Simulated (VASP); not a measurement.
# Sn (Pm-3m) in VASP: a series of runs

Sn is run at these levels: PBE, HSE06; tasks: single point.

Program: VASP 6.6.1. These are calculated values, not measurements. Logs are shortened: lines on timing, memory, paths and dates and some standing lists are left out, and cuts for length are marked.

### Step 1. The cell of the first run

It takes space group Pm-3m (No. 221, cubic). Conventional cell: a = 3.084 Å, b = 3.084 Å, c = 3.084 Å, α = 90.00°, β = 90.00°, γ = 90.00°. Sn (site symmetry m-3m) has 6 Sn at 3.08 Å within 4.1 Å.

### Step 2. Single point, PBE

INCAR

```
PREC = Accurate
ENCUT = 520
EDIFF = 1E-7
ISMEAR = -1
SIGMA = 0.1
LREAL = F
LASPH = T
NELM = 100
ALGO = Normal
ISIF = 2
LWAVE = F
LCHARG = T
GGA = PE
LELF = T
LVHAR = T
NBANDS = 13
```

KPOINTS

```
regular mesh
0
Gamma
  5 5 5
```

POSCAR

```
Sn
1.0
    3.0837342632      0.0000000000      0.0000000000
    0.0000000000      3.0837342632      0.0000000000
    0.0000000000      0.0000000000      3.0837342632
Sn
1
Direct
    0.0000000000      0.0000000000      0.0000000000
```

Potentials or basis: VASP PAW PBE potentials, release 64 (Sn_d).

On the command line:

```console
cat potpaw_PBE.64/Sn_d/POTCAR > POTCAR
mpirun -np 1 vasp_std > vasp.out
```

OUTCAR:

```text
PREC = Accurate
   ENCUT = 520
   EDIFF = 1E-7
   ISMEAR = -1
   LREAL = F
   LASPH = T
   NELM = 100
   ISIF = 2
   GGA = PE

 ion  position               nearest neighbor table
   1  0.000  0.000  0.000-

  LATTYP: Found a simple cubic cell.
 ALAT       =     3.0837342632

  Lattice vectors:

 A1 = (   3.0837342632,   0.0000000000,   0.0000000000)
 A2 = (   0.0000000000,   3.0837342632,   0.0000000000)
 A3 = (   0.0000000000,   0.0000000000,   3.0837342632)

Analysis of symmetry for initial positions (statically):
=====================================================================
 Subroutine PRICEL returns:
 Original cell was already a primitive cell.

 Routine SETGRP: Setting up the symmetry group for a
 simple cubic supercell.

 Subroutine GETGRP returns: Found 48 space group operations
 (whereof 48 operations were pure point group operations)
 out of a pool of 48 trial point group operations.

The static configuration has the point symmetry O_h .

Analysis of symmetry for dynamics (positions and initial velocities):
=====================================================================
 Subroutine PRICEL returns:
 Original cell was already a primitive cell.

 Routine SETGRP: Setting up the symmetry group for a
 simple cubic supercell.

 Subroutine GETGRP returns: Found 48 space group operations
 (whereof 48 operations were pure point group operations)
 out of a pool of 48 trial point group operations.

The dynamic configuration has the point symmetry O_h .

 Subroutine INISYM returns: Found 48 space group operations
 (whereof 48 operations are pure point group operations),
 and found     1 'primitive' translations

----------------------------------------------------------------------------------------

                                     Primitive cell

  volume of cell :      29.3245

  direct lattice vectors                    reciprocal lattice vectors
     3.083734263  0.000000000  0.000000000     0.324282157  0.000000000  0.000000000
     0.000000000  3.083734263  0.000000000     0.000000000  0.324282157  0.000000000
     0.000000000  0.000000000  3.083734263     0.000000000  0.000000000  0.324282157

  length of vectors
     3.083734263  3.083734263  3.083734263     0.324282157  0.324282157  0.324282157

  position of ions in fractional coordinates (direct lattice)
     0.000000000  0.000000000  0.000000000

  ion indices of the primitive-cell ions
   primitive index   ion index
                 1           1

----------------------------------------------------------------------------------------

 KPOINTS: regular mesh

Automatic generation of k-mesh.
 Grid dimensions read from file:
 generate k-points for:    5    5    5

 Generating k-lattice:

  Cartesian coordinates                     Fractional coordinates (reciprocal lattice)
     0.064856431  0.000000000  0.000000000     0.200000000  0.000000000  0.000000000
     0.000000000  0.064856431  0.000000000     0.000000000  0.200000000  0.000000000
     0.000000000  0.000000000  0.064856431     0.000000000  0.000000000  0.200000000

  Length of vectors
     0.064856431  0.064856431  0.064856431

  Shift w.r.t. Gamma in fractional coordinates (k-lattice)
     0.000000000  0.000000000  0.000000000

 Subroutine IBZKPT returns following result:
 ===========================================

 Found     10 irreducible k-points:

 Following reciprocal coordinates:
            Coordinates               Weight
  0.000000  0.000000  0.000000      1.000000
  0.200000  0.000000  0.000000      6.000000
  0.400000  0.000000  0.000000      6.000000
  0.200000  0.200000  0.000000     12.000000
  0.400000  0.200000  0.000000     24.000000
  0.400000  0.400000  0.000000     12.000000
  0.200000  0.200000  0.200000      8.000000
  0.400000  0.200000  0.200000     24.000000
  0.400000  0.400000  0.200000     24.000000
  0.400000  0.400000  0.400000      8.000000
   k-points           NKPTS =     10   k-points in BZ     NKDIM =     10   number of bands    NBANDS=     13
   number of dos      NEDOS =    301   number of ions     NIONS =      1
   total plane-waves  NPLWV =  13824
   dimension x,y,z NGX =    24 NGY =   24 NGZ =   24
   dimension x,y,z NGXF=    48 NGYF=   48 NGZF=   48
   ions per type =               1
   NGX,Y,Z   is equivalent  to a cutoff of  12.94, 12.94, 12.94 a.u.
   NGXF,Y,Z  is equivalent  to a cutoff of  25.88, 25.88, 25.88 a.u.
 SYSTEM =  unknown system
   PREC   = accura    normal or accurate (medium, high low for compatibility)
   ISTART =      0    job   : 0-new  1-cont  2-samecut
   ICHARG =      2    charge: 1-file 2-atom 10-const
   ISPIN  =      1    spin polarized calculation?
   LNONCOLLINEAR =      F non collinear calculations
   LSORBIT =      F    spin-orbit coupling
   LASPH  =      T    aspherical Exc in radial PAW
   ENCUT  =  520.0 eV  38.22 Ry    6.18 a.u.   5.73  5.73  5.73*2*pi/ulx,y,z
   NELM   =    100;   NELMIN=  2; NELMDL= -5     # of ELM steps
   EDIFF  = 0.1E-06   stopping-criterion for ELM
   LREAL  =      F    real-space projection
   EDIFFG = 0.1E-05   stopping-criterion for IOM
   NSW    =      0    number of steps for IOM
   IBRION =     -1    ionic relax: 0-MD 1-quasi-New 2-CG
   NFREE  =      0    steps in history (QN), initial steepest desc. (CG)
   ISIF   =      2    stress and relaxation
   ISYM   =      2    0-nonsym 1-usesym 2-fastsym
   POTIM  = 0.5000    time-step for ionic-motion
   TEBEG  =    0.0;   TEEND  =   0.0 temperature during run
   PSTRESS=    0.0 pullay stress
   NELECT =      14.0000    total number of electrons
   NUPDOWN=      -1.0000    fix difference up-down
   EMIN   =  10.00;   EMAX   =-10.00  energy-range for DOS
   EFERMI =   0.00;   METHOD = LEGACY
   ISMEAR =    -1;   SIGMA  =   0.10  broadening in eV -4-tet -1-fermi 0-gaus
   EFERMI_NEDOS =   21; number of points for ismear=-14 and -15
   IALGO  =     38    algorithm
   IMIX   =      4    mixing-type and parameters
     AMIX     =   0.40;   BMIX     =  1.00
     AMIX_MAG =   1.60;   BMIX_MAG =  1.00
  volume/ion in A,a.u.               =      29.32       197.89
  Fermi-wavevector in a.u.,A,eV,Ry     =   1.279501  2.417906 22.274401  1.637122
  Thomas-Fermi vector in A             =   2.411983
   LORBIT       =      0    0 simple, 1 ext, 2 COOP (PROOUT), +10 PAW based schemes
   GGA     = PE    functional components
   LHFCALC =     F    Hartree Fock is set to
   AEXX    =    0.0000 exact exchange contribution
   IVDW    =     0    specifies the selected vdW correction
   LEPSILON=     F    determine dielectric tensor
   LRPA    =     F    only Hartree local field effects (RPA)
 non-spin polarized calculation
  energy-cutoff  :      520.00
  volume of cell :       29.32
 maximum number of plane-waves:       800
 NGX is ok and might be reduce to    24
   NGX = 11   NGY = 11   NGZ = 11

 number of electron      13.9999996 magnetization

 Free energy of the ion-electron system (eV)
  ---------------------------------------------------
  ext. energy  EPLUGINS =         0.00000000
  ---------------------------------------------------
  free energy    TOTEN  =        -3.89401595 eV

  energy without entropy =       -3.88595463  energy(sigma->0) =       -3.88998529

 E-fermi :   6.7094     XC(G=0):  -9.8987

 val. band max:        6.4042363527   @ k =   0.4000   0.4000   0.2000
 cond. band min:       7.2265258264   @ k =   0.4000   0.4000   0.4000
 fundamental gap:      0.8222894737
 Fermi energy:         6.7093839748

 k-point     1 :       0.0000    0.0000    0.0000
  band No.  band energies     occupation
      1     -14.5829      2.00000
      2     -14.5829      2.00000
      3     -14.2158      2.00000
      4     -14.2158      2.00000
      5     -14.2158      2.00000
      6      -3.6471      2.00000
      7      12.2533      0.00000
      8      12.2533      0.00000
      9      12.2533      0.00000
     10      15.5658      0.00000
     11      15.5658      0.00000
     12      16.8307      0.00000
     13      26.9143      0.00000

 k-point     2 :       0.2000    0.0000    0.0000
  band No.  band energies     occupation
      1     -14.5767      2.00000
      2     -14.4819      2.00000
      3     -14.2489      2.00000
      4     -14.2489      2.00000
      5     -14.2132      2.00000
      6      -3.0199      2.00000
      7       7.8516      0.00002
      8      12.9009      0.00000
      9      12.9009      0.00000
     10      16.0445      0.00000
     11      16.8020      0.00000
     12      21.3827      0.00000
     13      23.6332      0.00000

 k-point     3 :       0.4000    0.0000    0.0000
  band No.  band energies     occupation
      1     -14.5667      2.00000
      2     -14.3179      2.00000
      3     -14.3020      2.00000
      4     -14.3020      2.00000
      5     -14.2088      2.00000
      6      -1.2973      2.00000
      7       3.4445      2.00000
      8      14.3812      0.00000
      9      14.3812      0.00000
     10      17.4963      0.00000
     11      18.0659      0.00000
     12      20.0784      0.00000
     13      20.9616      0.00000

 k-point     4 :       0.2000    0.2000    0.0000
  band No.  band energies     occupation
      1     -14.5251      2.00000
      2     -14.4242      2.00000
      3     -14.2863      2.00000
      4     -14.2468      2.00000
      5     -14.2449      2.00000
      6      -2.3945      2.00000
      7       8.2098      0.00000
      8       8.7419      0.00000
      9      13.5574      0.00000
     10      16.8531      0.00000
     11      18.8046      0.00000
     12      21.4907      0.00000
     13      22.6920      0.00000

 k-point     5 :       0.4000    0.2000    0.0000
  band No.  band energies     occupation
      1     -14.5009      2.00000
      2     -14.3462      2.00000
      3     -14.2983      2.00000
      4     -14.2704      2.00000
      5     -14.2408      2.00000
      6      -0.6766      2.00000
      7       4.0455      2.00000
      8      10.0526      0.00000
      9      14.9538      0.00000
     10      15.0683      0.00000
     11      18.4127      0.00000
     12      20.8952      0.00000
     13      21.4649      0.00000

 k-point     6 :       0.4000    0.4000    0.0000
  band No.  band energies     occupation
      1     -14.4387      2.00000
      2     -14.4167      2.00000
      3     -14.2927      2.00000
      4     -14.2919      2.00000
      5     -14.1476      2.00000
      6       1.0686      2.00000
      7       5.2637      2.00000
      8       5.8177      1.99973
      9      11.2002      0.00000
     10      16.6471      0.00000
     11      19.8207      0.00000
     12      21.4139      0.00000
     13      22.6456      0.00000

 k-point     7 :       0.2000    0.2000    0.2000
  band No.  band energies     occupation
      1     -14.4194      2.00000
      2     -14.4194      2.00000
      3     -14.2856      2.00000
      4     -14.2811      2.00000
      5     -14.2811      2.00000
      6      -1.7704      2.00000
      7       8.8173      0.00000
      8       8.8173      0.00000
      9       9.6732      0.00000
     10      19.1443      0.00000
     11      19.5137      0.00000
     12      19.5137      0.00000
     13      22.0553      0.00000

 k-point     8 :       0.4000    0.2000    0.2000
  band No.  band energies     occupation
      1     -14.4111      2.00000
      2     -14.3439      2.00000
      3     -14.3395      2.00000
      4     -14.2777      2.00000
      5     -14.2455      2.00000
      6      -0.0561      2.00000
      7       4.6456      2.00000
      8      10.2605      0.00000
      9      11.1384      0.00000
     10      15.3010      0.00000
     11      15.8726      0.00000
     12      21.0205      0.00000
     13      23.5430      0.00000

 k-point     9 :       0.4000    0.4000    0.2000
  band No.  band energies     occupation
      1     -14.4111      2.00000
      2     -14.3355      2.00000
      3     -14.3340      2.00000
      4     -14.3252      2.00000
      5     -14.1448      2.00000
      6       1.6869      2.00000
      7       5.8633      1.99958
      8       6.4042      1.90969
      9      11.6740      0.00000
     10      12.4984      0.00000
     11      17.1014      0.00000
     12      17.2720      0.00000
     13      20.9081      0.00000

 k-point    10 :       0.4000    0.4000    0.4000
  band No.  band energies     occupation
      1     -14.4032      2.00000
      2     -14.4008      2.00000
      3     -14.4008      2.00000
      4     -14.1407      2.00000
      5     -14.1407      2.00000
      6       3.4573      2.00000
      7       7.2265      0.01129
      8       7.2265      0.01129
      9       8.5638      0.00000
     10      12.8774      0.00000
     11      13.7074      0.00000
     12      13.7074      0.00000
     13      17.0501      0.00000

------------------------ aborting loop because EDIFF is reached ----------------------------------------

  FORCE on cell =-STRESS in cart. coord.  units (eV):
  Direction    XX          YY          ZZ          XY          YZ          ZX
  --------------------------------------------------------------------------------------
  -------------------------------------------------------------------------------------
  Total        0.1161848      0.1161848      0.1161848     -0.0000000     -0.0000000      0.0000000
  in kB        6.3478871      6.3478871      6.3478871     -0.0000000     -0.0000000      0.0000000
  external PRESSURE =       6.3478871 kB  Pullay stress =       0.0000000 kB

 VOLUME and BASIS-vectors are now :
 -----------------------------------------------------------------------------
  energy-cutoff  :      520.00
  volume of cell :       29.32
      direct lattice vectors                 reciprocal lattice vectors
     3.083734263  0.000000000  0.000000000     0.324282157  0.000000000  0.000000000
     0.000000000  3.083734263  0.000000000     0.000000000  0.324282157  0.000000000
     0.000000000  0.000000000  3.083734263     0.000000000  0.000000000  0.324282157

 POSITION                                       TOTAL-FORCE (eV/Angst)
 -----------------------------------------------------------------------------------
      0.00000      0.00000      0.00000         0.000000      0.000000      0.000000
 -----------------------------------------------------------------------------------
    total drift:                                0.000000      0.000000     -0.000000

  FREE ENERGIE OF THE ION-ELECTRON SYSTEM (eV)
  ---------------------------------------------------
  free  energy   TOTEN  =        -3.8940159526 eV

  energy  without entropy=       -3.8859546269  energy(sigma->0) =       -3.88998529
```

It took 4.1 s on 1 thread of AMD EPYC 7R13 (Zen 3), shared host; peak memory 0.1 GiB.

What came out:

```yaml
Free_energy: -3.8940 eV
Pressure: 0.6 GPa
Band_gap_on_the_k_mesh: zero (band 7 reaches 12.25 eV, above the bottom of band 8 at 5.82 eV)
```

Caveat: the k points lie up to 0.41 Å⁻¹ apart; spin-orbit coupling is left out, which moves the levels of the heavy elements.

### Step 3. Single point, HSE06

POSCAR is that of step 2.

INCAR.step1

```
ALGO = Normal ; EDIFF = 1E-5
ENCUT = 520 ; GGA = PE
ISIF = 2 ; ISMEAR = -1
LASPH = True ; LREAL = False
LWAVE = True ; NBANDS = 13
NELM = 80 ; PREC = Accurate
SIGMA = 0.1
```

INCAR.step2

```
ALGO = Normal ; EDIFF = 1E-6
ENCUT = 520 ; GGA = PE
HFSCREEN = 0.2079 ; ISIF = 2
ISMEAR = -1 ; ISTART = 1
LASPH = True ; LCHARG = True
LELF = True ; LHFCALC = True
LREAL = False ; LVHAR = True
LWAVE = False ; NBANDS = 13
NELM = 80 ; PREC = Accurate
PRECFOCK = Normal ; SIGMA = 0.1
```

KPOINTS

```
k-points
0
Gamma
  5 5 5
```

Potentials or basis: VASP PAW PBE potentials, release 64 (Sn_d).

On the command line:

```console
cat potpaw_PBE.64/Sn_d/POTCAR > POTCAR
cp INCAR.step1 INCAR
mpirun -np 1 vasp_std > vasp.out
cp INCAR.step2 INCAR
mpirun -np 1 vasp_std > vasp.out
```

Run time: 4.7 min. Hardware: 1 thread of AMD EPYC 7R13 (Zen 3), shared host; peak memory 0.21 GiB.

It converged, with:

- Free energy: -4.5032 eV
- Pressure: -1.0 GPa
- Band gap on the k mesh: zero (band 7 reaches 12.84 eV, above the bottom of band 8 at 5.58 eV)

Levels at points of the mesh, in eV from the Fermi level:
```tsv
k point	band 4	band 5	band 6	band 7	band 8	band 9
(0.00, 0.00, 0.00)	-23.18	-23.18	-11.63	6.28	6.28	6.28
```

Caveat: the k points lie up to 0.41 Å⁻¹ apart; the PAW data sets were made with another functional, which shifts forces and pressure a little; spin-orbit coupling is left out, which moves the levels of the heavy elements.
